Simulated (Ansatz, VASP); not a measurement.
**MnSe in VASP and in Ansatz**

```
CELL_PARAMETERS angstrom
0.00000 2.51283 2.51283
2.51283 0.00000 2.51283
2.51283 2.51283 0.00000
ATOMIC_POSITIONS crystal
Mn 0.00000 0.00000 0.00000
Se 0.50000 0.50000 0.50000
```

Change from the starting cell: volume scaled by 0.88, crystal datasets.

Alike in both runs: task single point; functional PBEsol; k mesh 15 × 15 × 15; occupations fermi-dirac, width 0.08 eV; collinear spin.

|  | VASP | Ansatz |
| --- | --- | --- |
| version | VASP 6.6.1 | Ansatz 0.2.0 |
| potentials or method | VASP PAW PBE potentials, release 64 (Mn_pv, Se), cutoff 520 eV | all-electron PAW with datasets made for the crystal, scalar-relativistic |

VASP gave:

* pressure (GPa): 10.0
* net moment per atom (μB): 1.95
* size of the moment on the site where the two differ most (μB): 3.63

Problem. Estimate Ansatz's values.

Solution. Pressure (GPa): 9.7; net moment per atom (μB): 1.95; size of the moment on the site where the two differ most (μB): 3.54.

VASP's potentials were made for PBE, not for PBEsol. Site moments also hang on the region over which each program counts them. Ansatz ran all-electron here, and VASP with PAW potentials.
